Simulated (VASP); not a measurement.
Write the native input for VASP 6.6.1 that does the following.

```yaml
Task: single point
Functional: PBE
Dispersion: D3(BJ)
Potentials_or_basis: VASP PAW PBE potentials, release 64 (Si, H, F)
Cutoff: 520 eV
k_mesh: 2 × 2 × 1
Occupations: gaussian, width 0.05 eV
Spin: no spin polarisation
Dipole_correction: yes
Further_INCAR_settings: LREAL = Auto; ALGO = Normal; EDIFF = 1e-07; NBANDS = 86
```

The structure of Si6HF lies in POSCAR:

```
Si6HF
1.0
    7.6671877214      0.0000000000      0.0000000000
    0.0000000000      7.6671877214      0.0000000000
    0.0000000000      0.0000000000     25.6627005380
Si H F
24 4 4
Direct
    0.4065111021      0.2500000000      0.3703429413
    0.4065111021      0.7500000000      0.3703429413
    0.0934888979      0.2500000000      0.3703429413
    0.0934888979      0.7500000000      0.3703429413
    0.5000000000      0.5000000000      0.4231581198
    0.5000000000      0.0000000000      0.4231581198
    0.0000000000      0.5000000000      0.4231581198
    0.0000000000      0.0000000000      0.4231581198
    0.7500000000      0.5000000000      0.4759732982
    0.7500000000      0.0000000000      0.4759732982
    0.2500000000      0.5000000000      0.4759732982
    0.2500000000      0.0000000000      0.4759732982
    0.7500000000      0.7500000000      0.5261154997
    0.7500000000      0.2500000000      0.5261154997
    0.2500000000      0.7500000000      0.5313427928
    0.2500000000      0.2500000000      0.5313427928
   -0.0090619625      0.7500000000      0.5819969133
   -0.0090619625      0.2500000000      0.5819969133
    0.5090619625      0.7500000000      0.5819969133
    0.5090619625      0.2500000000      0.5819969133
    0.9074288618      0.0000000000      0.6289682493
    0.9074288618      0.5000000000      0.6289682493
    0.5925711382      0.0000000000      0.6289682493
    0.5925711382      0.5000000000      0.6289682493
    0.9759243309      0.0000000000      0.6838294049
    0.9759243309      0.5000000000      0.6838294049
    0.5240756691      0.0000000000      0.6838294049
    0.5240756691      0.5000000000      0.6838294049
    0.4819208083      0.2500000000      0.3115458881
    0.4819208083      0.7500000000      0.3115458881
    0.0180791917      0.2500000000      0.3115458881
    0.0180791917      0.7500000000      0.3115458881
```

The input as run:

INCAR

```
  PREC = Accurate
  ENCUT = 520
  EDIFF = 1E-7
  ISMEAR = 0
  SIGMA = 0.05
  LREAL = Auto
  LASPH = T
  NELM = 100
  ALGO = Normal
  ISIF = 2
  LWAVE = F
  LCHARG = F
  LDIPOL = T
  IDIPOL = 3
  DIPOL = 0.5 0.5 0.501
  GGA = PE
  IVDW = 12
  NBANDS = 86
```

KPOINTS

```
regular mesh
0
Gamma
  2 2 1
```

Potentials or basis: VASP PAW PBE potentials, release 64 (Si, H, F).

The run is started by

```console
$ cat potpaw_PBE.64/Si/POTCAR potpaw_PBE.64/H/POTCAR potpaw_PBE.64/F/POTCAR > POTCAR
$ mpirun -np 1 vasp_std > vasp.out
```

It gave:

```yaml
Largest_force: 1.492 eV/Å
Band_gap_on_the_k_mesh: 0.74 eV
Dispersion_energy_per_atom: -0.187 eV
```

It took 17 min on 1 thread of AMD EPYC 9R45 96-Core Processor (Zen 5), on a shared host, peak memory 1.4 GiB.
